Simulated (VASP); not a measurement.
Write the native input for VASP 6.6.1 that does the following.

```
Task                   : single point
Functional             : r2SCAN
Potentials or basis    : VASP PAW PBE potentials, release 64 (Si, O)
Cutoff                 : 520 eV
k mesh                 : 6 × 6 × 4
Occupations            : fermi-dirac, width 0.02 eV
Spin                   : no spin polarisation
Dipole correction      : no
Further INCAR settings : ALGO = Normal; EDIFF = 1e-06; NBANDS = 44
```

Crystal: SiO2.

```
Si O
1.0
     5.01612    0.00000    0.00000
     0.00000    5.01612    0.00000
     0.00000    0.00000    6.96828
Si O
4 8
Cartesian
  4.0062 4.0062 3.4841
  3.5180 1.4982 1.7421
  1.0099 1.0099 0.0000
  1.4982 3.5180 5.2262
  1.3058 1.9977 5.7282
  0.5104 3.8139 3.9861
  3.7103 3.0184 2.2440
  4.5058 1.2022 0.5020
  3.8139 0.5104 2.9822
  3.0184 3.7103 4.7243
  1.2022 4.5058 6.4663
  1.9977 1.3058 1.2401
```

One way to write it, as run:

POSCAR

```
SiO2
1.0
    5.0161229500      0.0000000000      0.0000000000
    0.0000000000      5.0161229500      0.0000000000
    0.0000000000      0.0000000000      6.9682790400
Si O
4 8
Direct
    0.7986676127      0.7986676127      0.5000000000
    0.7013323873      0.2986676127      0.2500000000
    0.2013323873      0.2013323873      0.0000000000
    0.2986676127      0.7013323873      0.7500000000
    0.2603240597      0.3982568544      0.8220337290
    0.1017431456      0.7603240597      0.5720337290
    0.7396759403      0.6017431456      0.3220337290
    0.8982568544      0.2396759403      0.0720337290
    0.7603240597      0.1017431456      0.4279662710
    0.6017431456      0.7396759403      0.6779662710
    0.2396759403      0.8982568544      0.9279662710
    0.3982568544      0.2603240597      0.1779662710
```

INCAR.step1

```
SYSTEM = SiO2
PREC     = Accurate       ! precision mode
ENCUT    = 520            ! plane-wave cutoff, eV
ISMEAR   = -1             ! smearing method
SIGMA    = 0.02           ! smearing width, eV
LREAL    = .FALSE.        ! projectors in reciprocal space
LASPH    = .TRUE.         ! aspherical terms in the spheres
NELM     = 60             ! most SCF steps
NBANDS   = 44             ! bands
GGA      = PE             ! functional
ALGO     = Normal         ! electronic algorithm
EDIFF    = 1E-4           ! SCF threshold, eV
LWAVE    = .TRUE.         ! write WAVECAR
LCHARG   = .FALSE.        ! write CHGCAR
```

INCAR.step2

```
SYSTEM = SiO2
PREC     = Accurate       ! precision mode
ENCUT    = 520            ! plane-wave cutoff, eV
EDIFF    = 1E-6           ! SCF threshold, eV
ISMEAR   = -1             ! smearing method
SIGMA    = 0.02           ! smearing width, eV
LREAL    = .FALSE.        ! projectors in reciprocal space
LASPH    = .TRUE.         ! aspherical terms in the spheres
NELM     = 60             ! most SCF steps
ALGO     = Normal         ! electronic algorithm
ISIF     = 2              ! what is computed and relaxed
LWAVE    = .FALSE.        ! write WAVECAR
LCHARG   = .FALSE.        ! write CHGCAR
METAGGA  = R2SCAN         ! meta-GGA
LMIXTAU  = .TRUE.       
NBANDS   = 44             ! bands
ISTART   = 1
```

KPOINTS

```
Automatic mesh
0
G
  6 6 4
  0 0 0
```

Potentials or basis: VASP PAW PBE potentials, release 64 (Si, O).

Run with:

```bash
$ cat potpaw_PBE.64/Si/POTCAR potpaw_PBE.64/O/POTCAR > POTCAR
$ cp INCAR.step1 INCAR
$ mpirun -np 1 vasp_std > vasp.out
$ cp INCAR.step2 INCAR
$ mpirun -np 1 vasp_std > vasp.out
```

It gave:

```yaml
Pressure: -0.2 GPa
Largest_force: 0.032 eV/Å
Band_gap_on_the_k_mesh: 6.30 eV
```

Caveat: the PAW data sets were made with another functional, which shifts forces and pressure a little.

It took 6.7 min on 1 thread of Intel(R) Xeon(R) 6975P-C (Granite Rapids) (shared host), peak memory 0.4 GiB.
